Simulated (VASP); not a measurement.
Write the native input for VASP 6.6.1 that does the following.

* Task: electric field gradients
* Functional: PBEsol
* Potentials or basis: VASP PAW PBE potentials, release 64 (Ti_sv, N)
* Cutoff: 520 eV
* k mesh: 17 × 17 × 17
* Occupations: fermi-dirac, width 0.05 eV
* Spin: no spin polarisation
* Dipole correction: no
* Further INCAR settings: ALGO = Normal; EDIFF = 1e-08; NBANDS = 16

The structure of TiN lies in POSCAR:

```
TiN
1.0
    0.0000000000      2.1220000000      2.1220000000
    2.1220000000      0.0000000000      2.1220000000
    2.1220000000      2.1220000000      0.0000000000
Ti N
1 1
Direct
    0.0000000000      0.0000000000      0.0000000000
    0.5000000000      0.5000000000      0.5000000000
```

The input as run:

INCAR

```
  PREC = Accurate
  ENCUT = 520
  EDIFF = 1E-8
  ISMEAR = -1
  SIGMA = 0.05
  LREAL = F
  LASPH = T
  NELM = 60
  ALGO = Normal
  ISIF = 2
  LWAVE = F
  LCHARG = F
  GGA = PS
  LEFG = T
  NBANDS = 16
```

KPOINTS

```
Automatic mesh
0
Gamma
  17 17 17
```

Potentials or basis: VASP PAW PBE potentials, release 64 (Ti_sv, N).

Run with:

```sh
$ cat potpaw_PBE.64/Ti_sv/POTCAR potpaw_PBE.64/N/POTCAR > POTCAR
$ mpirun -np 1 vasp_std > vasp.out
```

It gave:

```
Pressure : -7.6 GPa
```

Caveat: without QUAD_EFG the Cq values of the log hold for a quadrupole moment of 1 mb, not for the nuclei; the PAW data sets were made with another functional, which shifts forces and pressure a little.

Wall time 42 s on 1 thread of AMD EPYC 9R45 96-Core Processor (Zen 5) (shared host), peak memory 0.14 GiB.
